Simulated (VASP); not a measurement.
Set up this calculation in VASP 6.6.1, as the native input.

- Task: single point
- Functional: PBE
- Potentials or basis: VASP PAW PBE potentials, release 64 (Sc_sv, N, Al)
- Cutoff: 520 eV
- k mesh: 8 × 8 × 6
- Occupations: gaussian, width 0.01 eV
- Spin: no spin polarisation
- Dipole correction: no
- Further INCAR settings: ALGO = Normal; EDIFF = 1e-07; NBANDS = 20

The structure of ScAlN2 lies in POSCAR:

```
ScAlN2
1.0
    3.0289076409      0.0000000000      0.0000000000
    0.0000000000      3.0289076409      0.0000000000
    0.0000000000      0.0000000000      4.3017929090
Sc N Al
1 2 1
Direct
    0.0000000000      0.0000000000      0.0000000000
    0.0000000000      0.0000000000      0.5000000000
    0.5000000000      0.5000000000      0.0000000000
    0.5000000000      0.5000000000      0.5000000000
```

This cell differs from its parent crystal: volume changed by -3%.

One way to write it, as run:

INCAR

```
ALGO     = Normal         # electronic algorithm
EDIFF    = 1E-7           # SCF threshold, eV
ENCUT    = 520            # plane-wave cutoff, eV
GGA      = PE             # functional
ISIF     = 2              # what is computed and relaxed
ISMEAR   = 0              # smearing method
LASPH    = True           # aspherical terms in the spheres
LCHARG   = False          # write CHGCAR
LREAL    = False          # projectors in reciprocal space
LWAVE    = False          # write WAVECAR
NBANDS   = 20             # bands
NELM     = 60             # most SCF steps
PREC     = Accurate       # precision mode
SIGMA    = 0.01           # smearing width, eV
```

KPOINTS

```
k-points
0
Gamma
  8 8 6
```

Potentials or basis: VASP PAW PBE potentials, release 64 (Sc_sv, N, Al).

Run with:

```sh
$ cat potpaw_PBE.64/Sc_sv/POTCAR potpaw_PBE.64/N/POTCAR potpaw_PBE.64/Al/POTCAR > POTCAR
$ mpirun -np 1 vasp_std > vasp.out
```

Results of the run:

```yaml
Pressure: 7.7 GPa
Band_gap_on_the_k_mesh: 0.65 eV, direct
```

It took 16 s on 1 thread of Intel(R) Xeon(R) 6975P-C (Granite Rapids), on a shared host, peak memory 0.18 GiB.
